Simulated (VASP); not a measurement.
**Pd: relaxation of cell and atoms with PBEsol**

The system is Pd.

```
Pd
1.0
     0.00000    1.94500    1.94500
     1.94500    0.00000    1.94500
     1.94500    1.94500    0.00000
Pd
1
Cartesian
  0.0000 0.0000 0.0000
```

| Property | Result |
| --- | --- |
| Program | VASP 6.6.1 |
| Task | relaxation of cell and atoms |
| Functional | PBEsol |
| Potentials or basis | VASP PAW PBE potentials, release 64 (Pd) |
| Cutoff | 500 eV |
| k mesh | 10 × 10 × 10 |
| Occupations | fermi-dirac, width 0.05 eV |
| Spin | no spin polarisation |
| Target pressure | 15 GPa |
| Dipole correction | no |
| Further INCAR settings | ALGO = Normal; EDIFF = 1e-07; IBRION = 2; EDIFFG = -0.03; NSW = 50; ISIF = 3 |

- Relaxed volume: 13.67 Å³/atom
- Relaxed cell: a = 2.684 Å, b = 2.684 Å, c = 2.684 Å, α = 60.00°, β = 60.00°, γ = 60.00°
- Space group after relaxing (to 0.1 Å): Fm-3m (No. 225)
- Energy change on relaxing (the run minimises the enthalpy): +35.3 meV/atom
- Ionic steps: 4
- Pressure after relaxing: 14.7 GPa
- Band gap on the k mesh: zero (bands 5 and 6 overlap by 1.79 eV)

Step by step:
| step | energy change (eV) | largest force (eV/Å) | pressure (GPa) | volume (Å³) |
| --- | --- | --- | --- | --- |
| 1 | 0.0000 | 0.0000 | -2.60 | 14.72 |
| 2 | 0.6399 | 0.0000 | 87.61 | 11.54 |
| 3 | 0.0313 | 0.0000 | 13.80 | 13.71 |
| 4 | 0.0353 | 0.0000 | 14.68 | 13.67 |

Final structure:
```yaml
crystal:
  lattice:
    - [0.00000, 1.89757, 1.89757]
    - [1.89757, 0.00000, 1.89757]
    - [1.89757, 1.89757, 0.00000]
  atoms:
    - { symbol: Pd, position: [0.00000, 0.00000, 0.00000] }
```

Levels at points of the mesh, in eV from the Fermi level:
| k point | band 2 | band 3 | band 4 | band 5 | band 6 | band 7 | band 8 | band 9 |
| --- | --- | --- | --- | --- | --- | --- | --- | --- |
| (0.00, 0.00, 0.00) | -3.25 | -3.25 | -3.25 | -1.41 | -1.41 | 17.09 | 22.30 | 22.30 |
| (0.50, 0.00, 0.00) | -3.31 | -3.31 | -0.04 | -0.04 | 0.71 | 7.88 | 16.47 | 21.71 |
| (0.50, 0.50, 0.00) | -5.82 | -0.06 | 0.32 | 0.32 | 3.21 | 11.51 | 13.49 | 13.49 |

Run time: 37 s on 1 thread of Intel Xeon 8259CL, with other jobs on the host, peak memory 0.13 GiB.

Caveat: the cell is relaxed towards a set pressure, so the run minimises the enthalpy, not the energy; the PAW data sets were made with another functional, which shifts forces and pressure a little.
